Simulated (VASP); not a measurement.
# TaRu (Pm-3m) in VASP: notebook

TaRu is run at these levels: LDA; tasks: single point.

All numbers are computed with VASP 6.6.1; they aren't measurements. Logs are shortened: lines on timing, memory, paths and dates and some standing lists are left out, and cuts for length are marked.

## (1) The cell of the first run

The structure is cubic, space group Pm-3m (No. 221). Conventional cell: a = 3.119 Å, b = 3.119 Å, c = 3.119 Å, α = 90.00°, β = 90.00°, γ = 90.00°. Ta (site symmetry m-3m) has 8 Ru at 2.70 Å and 6 Ta at 3.12 Å within 3.6 Å. Ru (site symmetry m-3m) has 8 Ta at 2.70 Å and 6 Ru at 3.12 Å within 3.6 Å.

## (2) Single point, LDA

INCAR

```
ALGO     = Normal         # electronic algorithm
EDIFF    = 1E-6           # SCF threshold, eV
ENCUT    = 520            # plane-wave cutoff, eV
GGA      = CA             # functional
ISIF     = 2              # what is computed and relaxed
ISMEAR   = -1             # smearing method
LASPH    = True           # aspherical terms in the spheres
LCHARG   = False          # write CHGCAR
LREAL    = False          # projectors in reciprocal space
LWAVE    = False          # write WAVECAR
NBANDS   = 20             # bands
NELM     = 60             # most SCF steps
PREC     = Accurate       # precision mode
SIGMA    = 0.05           # smearing width, eV
```

KPOINTS

```
k-points
0
Gamma
  10 10 10
```

POSCAR

```
TaRu
1.0
    3.1187681422      0.0000000000      0.0000000000
    0.0000000000      3.1187681422      0.0000000000
    0.0000000000      0.0000000000      3.1187681422
Ta Ru
1 1
Direct
    0.5000000000      0.5000000000      0.5000000000
    0.0000000000      0.0000000000      0.0000000000
```

Potentials or basis: VASP PAW LDA potentials, release 64 (Ta_pv, Ru_pv).

Command:

```bash
$ cat potpaw_LDA.64/Ta_pv/POTCAR potpaw_LDA.64/Ru_pv/POTCAR > POTCAR
$ mpirun -np 1 vasp_std > vasp.out
```

OUTCAR:

```text
EDIFF = 1E-6
   ENCUT = 520
   GGA = CA
   ISIF = 2
   ISMEAR = -1
   LASPH = True
   LREAL = False
   NELM = 60
   PREC = Accurate

 ion  position               nearest neighbor table
   1  0.500  0.500  0.500-   2 2.70   2 2.70   2 2.70   2 2.70   2 2.70   2 2.70   2 2.70   2 2.70

   2  0.000  0.000  0.000-   1 2.70   1 2.70   1 2.70   1 2.70   1 2.70   1 2.70   1 2.70   1 2.70

  LATTYP: Found a simple cubic cell.
 ALAT       =     3.1187681422

  Lattice vectors:

 A1 = (   3.1187681422,   0.0000000000,   0.0000000000)
 A2 = (   0.0000000000,   3.1187681422,   0.0000000000)
 A3 = (   0.0000000000,   0.0000000000,   3.1187681422)

Analysis of symmetry for initial positions (statically):
=====================================================================
 Subroutine PRICEL returns:
 Original cell was already a primitive cell.

 Routine SETGRP: Setting up the symmetry group for a
 simple cubic supercell.

 Subroutine GETGRP returns: Found 48 space group operations
 (whereof 48 operations were pure point group operations)
 out of a pool of 48 trial point group operations.

The static configuration has the point symmetry O_h .

Analysis of symmetry for dynamics (positions and initial velocities):
=====================================================================
 Subroutine PRICEL returns:
 Original cell was already a primitive cell.

 Routine SETGRP: Setting up the symmetry group for a
 simple cubic supercell.

 Subroutine GETGRP returns: Found 48 space group operations
 (whereof 48 operations were pure point group operations)
 out of a pool of 48 trial point group operations.

The dynamic configuration has the point symmetry O_h .

 Subroutine INISYM returns: Found 48 space group operations
 (whereof 48 operations are pure point group operations),
 and found     1 'primitive' translations

----------------------------------------------------------------------------------------

                                     Primitive cell

  volume of cell :      30.3354

  direct lattice vectors                    reciprocal lattice vectors
     3.118768142  0.000000000  0.000000000     0.320639417  0.000000000  0.000000000
     0.000000000  3.118768142  0.000000000     0.000000000  0.320639417  0.000000000
[... 79 lines left out ...]
   ISPIN  =      1    spin polarized calculation?
   LNONCOLLINEAR =      F non collinear calculations
   LSORBIT =      F    spin-orbit coupling
   LASPH  =      T    aspherical Exc in radial PAW
   ENCUT  =  520.0 eV  38.22 Ry    6.18 a.u.   5.80  5.80  5.80*2*pi/ulx,y,z
   NELM   =     60;   NELMIN=  2; NELMDL= -5     # of ELM steps
   EDIFF  = 0.1E-05   stopping-criterion for ELM
   LREAL  =      F    real-space projection
   EDIFFG = 0.1E-04   stopping-criterion for IOM
   NSW    =      0    number of steps for IOM
   IBRION =     -1    ionic relax: 0-MD 1-quasi-New 2-CG
   NFREE  =      0    steps in history (QN), initial steepest desc. (CG)
   ISIF   =      2    stress and relaxation
   ISYM   =      2    0-nonsym 1-usesym 2-fastsym
   POTIM  = 0.5000    time-step for ionic-motion
   TEBEG  =    0.0;   TEEND  =   0.0 temperature during run
   PSTRESS=    0.0 pullay stress
   NELECT =      25.0000    total number of electrons
   NUPDOWN=      -1.0000    fix difference up-down
   EMIN   =  10.00;   EMAX   =-10.00  energy-range for DOS
   EFERMI =   0.00;   METHOD = LEGACY
   ISMEAR =    -1;   SIGMA  =   0.05  broadening in eV -4-tet -1-fermi 0-gaus
   EFERMI_NEDOS =   21; number of points for ismear=-14 and -15
   IALGO  =     38    algorithm
   IMIX   =      4    mixing-type and parameters
     AMIX     =   0.40;   BMIX     =  1.00
     AMIX_MAG =   1.60;   BMIX_MAG =  1.00
  volume/ion in A,a.u.               =      15.17       102.36
  Fermi-wavevector in a.u.,A,eV,Ry     =   1.534871  2.900485 32.052979  2.355828
  Thomas-Fermi vector in A             =   2.641738
   LORBIT       =      0    0 simple, 1 ext, 2 COOP (PROOUT), +10 PAW based schemes
   GGA     = CA    functional components
   LHFCALC =     F    Hartree Fock is set to
   AEXX    =    0.0000 exact exchange contribution
   IVDW    =     0    specifies the selected vdW correction
   LEPSILON=     F    determine dielectric tensor
   LRPA    =     F    only Hartree local field effects (RPA)
 non-spin polarized calculation
  energy-cutoff  :      520.00
  volume of cell :       30.34
 maximum number of plane-waves:       840
 NGX is ok and might be reduce to    24
   NGX = 11   NGY = 11   NGZ = 11

 number of electron      24.9999999 magnetization

 Free energy of the ion-electron system (eV)
  ---------------------------------------------------
  ext. energy  EPLUGINS =         0.00000000
  ---------------------------------------------------
  free energy    TOTEN  =       -24.01177119 eV

  energy without entropy =      -23.98682710  energy(sigma->0) =      -23.99929914

 E-fermi :  10.0326     XC(G=0): -13.7131

 val. band max:       10.0261754659   @ k =   0.5000   0.4000   0.0000
 cond. band min:      10.0333668577   @ k =   0.4000   0.2000   0.0000
 fundamental gap:      0.0071913918
 Fermi energy:        10.0325545236

 k-point     1 :       0.0000    0.0000    0.0000
  band No.  band energies     occupation
      1     -33.0430      2.00000
      2     -33.0430      2.00000
      3     -33.0430      2.00000
      4     -24.7082      2.00000
      5     -24.7082      2.00000
      6     -24.7082      2.00000
[... 541 lines left out ...]
     19      19.9413      0.00000
     20      22.0937      0.00000

 [... further k-points ...]

------------------------ aborting loop because EDIFF is reached ----------------------------------------

  FORCE on cell =-STRESS in cart. coord.  units (eV):
  Direction    XX          YY          ZZ          XY          YZ          ZX
  --------------------------------------------------------------------------------------
  -------------------------------------------------------------------------------------
  Total        0.2001852      0.2001852      0.2001852     -0.0000000      0.0000000     -0.0000000
  in kB       10.5728819     10.5728819     10.5728819     -0.0000000      0.0000000     -0.0000000
  external PRESSURE =      10.5728819 kB  Pullay stress =       0.0000000 kB

 VOLUME and BASIS-vectors are now :
 -----------------------------------------------------------------------------
  energy-cutoff  :      520.00
  volume of cell :       30.34
      direct lattice vectors                 reciprocal lattice vectors
     3.118768142  0.000000000  0.000000000     0.320639417  0.000000000  0.000000000
     0.000000000  3.118768142  0.000000000     0.000000000  0.320639417  0.000000000
     0.000000000  0.000000000  3.118768142     0.000000000  0.000000000  0.320639417

 POSITION                                       TOTAL-FORCE (eV/Angst)
 -----------------------------------------------------------------------------------
      1.55938      1.55938      1.55938         0.000000      0.000000      0.000000
      0.00000      0.00000      0.00000         0.000000      0.000000      0.000000
 -----------------------------------------------------------------------------------
    total drift:                                0.000000      0.000000     -0.000000

  FREE ENERGIE OF THE ION-ELECTRON SYSTEM (eV)
  ---------------------------------------------------
  free  energy   TOTEN  =       -24.0117711870 eV

  energy  without entropy=      -23.9868271022  energy(sigma->0) =      -23.99929914
```

OSZICAR:

```text
N       E                     dE             d eps       ncg     rms          rms(c)
DAV:   1     0.228967084979E+03    0.22897E+03   -0.14206E+04  2240   0.130E+03
DAV:   2    -0.196069673866E+02   -0.24857E+03   -0.24319E+03  2412   0.399E+02
DAV:   3    -0.251603911797E+02   -0.55534E+01   -0.55022E+01  2684   0.618E+01
DAV:   4    -0.251979265810E+02   -0.37535E-01   -0.37481E-01  2688   0.516E+00
DAV:   5    -0.251983305414E+02   -0.40396E-03   -0.40375E-03  2636   0.504E-01    0.196E+01
DAV:   6    -0.242729509312E+02    0.92538E+00   -0.16904E+00  2556   0.112E+01    0.805E+00
DAV:   7    -0.242426432981E+02    0.30308E-01   -0.20045E+00  2492   0.760E+00    0.481E+00
DAV:   8    -0.240175543973E+02    0.22509E+00   -0.11278E+00  2432   0.616E+00    0.648E-01
DAV:   9    -0.240121555616E+02    0.53988E-02   -0.15218E-02  2612   0.103E+00    0.200E-01
DAV:  10    -0.240117701836E+02    0.38538E-03   -0.68190E-04  2788   0.196E-01    0.599E-02
DAV:  11    -0.240117759633E+02   -0.57797E-05   -0.59366E-05  2568   0.465E-02    0.291E-02
DAV:  12    -0.240117711630E+02    0.48003E-05   -0.18006E-05  2592   0.262E-02    0.187E-03
DAV:  13    -0.240117711870E+02   -0.24031E-07   -0.24567E-07  1472   0.359E-03
   1 F= -.24011771E+02 E0= -.23999299E+02  d E =-.249441E-01
```

stdout:

```text
POSCAR found type information on POSCAR TaRu
 POSCAR found :  2 types and       2 ions
 scaLAPACK will be used
 LDA part: xc-table for (Slater(with rela. corr.)+CA(PZ))
 , standard interpolation
 POSCAR, INCAR and KPOINTS ok, starting setup
 FFT: planning ... GRIDC
 FFT: planning ... GRID_SOFT
 FFT: planning ... GRID
 WAVECAR not read
 entering main loop
```

It took 49 s on 1 thread of AMD EPYC 7R13, shared host; peak memory 0.12 GiB.

Results:

```
Free energy            : -24.0118 eV
Pressure               : 1.1 GPa
Band gap on the k mesh : zero (an odd number of electrons rules out a gap without spin polarisation)
```

Caveat: spin-orbit coupling is left out, which moves the levels of the heavy elements.

## (3) Single point, LDA, non-collinear spin, zero start, spin-orbit coupling

INCAR

```
PREC = Accurate
ENCUT = 520
EDIFF = 1E-6
ISMEAR = -1
SIGMA = 0.05
LREAL = F
LASPH = T
NELM = 150
ALGO = Normal
ISIF = 2
LWAVE = F
LCHARG = F
MAGMOM = 0 0 0 0 0 0
LORBIT = 11
LSORBIT = T
GGA_COMPAT = F
LORBMOM = T
LMAXMIX = 4
NBANDS = 37
```

KPOINTS

```
Automatic mesh
0
Gamma
  10 10 10
```

POSCAR is that of step 2.

Potentials or basis: VASP PAW LDA potentials, release 64 (Ta_pv, Ru_pv).

Command:

```bash
$ cat potpaw_LDA.64/Ta_pv/POTCAR potpaw_LDA.64/Ru_pv/POTCAR > POTCAR
$ mpirun -np 1 vasp_ncl > vasp.out
```

It took 2.9 min on 1 thread of AMD EPYC 7R13, shared host; peak memory 0.2 GiB.

It converged, with:

| Quantity | Value |
| --- | --- |
| Free energy | -24.8784 eV |
| Pressure | 1.2 GPa |
| Net moment | 0.00 μB per cell |
| Valence electrons inside the program's atomic spheres | Ta 8.95; Ru 12.82 |

Moments on the atoms (μB; x, y, z):
```
Ta  0.00 0.00 0.00
Ru  0.00 0.00 0.00
```

## (4) Single point, LDA, non-collinear spin, zero start, spin-orbit coupling

INCAR

```
SYSTEM = TaRu
PREC = Accurate
ENCUT = 520
EDIFF = 1E-7
ISMEAR = -1
SIGMA = 0.05
LREAL = .FALSE.
LASPH = .TRUE.
NELM = 150
ALGO = Normal
ISIF = 2
LWAVE = .FALSE.
LCHARG = .FALSE.
MAGMOM = 0 0 0 0 0 0
LORBIT = 11
LSORBIT = .TRUE.
GGA_COMPAT = .FALSE.
LORBMOM = .TRUE.
LMAXMIX = 4
GGA = CA
NBANDS = 37
```

KPOINTS

```
Automatic mesh
0
G
  10 10 10
  0 0 0
```

POSCAR is that of step 3.

Command:

```bash
$ cat potpaw_LDA.64/Ta_pv/POTCAR potpaw_LDA.64/Ru_pv/POTCAR > POTCAR
$ mpirun -np 1 vasp_ncl > vasp.out
```

It took 3 min on 1 thread of AMD EPYC 7R13, shared host; peak memory 0.2 GiB.

Results (log left out):

| Property | Result |
| --- | --- |
| Free energy | -24.8784 eV |
| Pressure | 1.2 GPa |
| Net moment | 0.00 μB per cell |
| Valence electrons inside the program's atomic spheres | Ta 8.95; Ru 12.82 |

Moments on the atoms (μB; x, y, z):
```
Ta  0.00 0.00 0.00
Ru  0.00 0.00 0.00
```
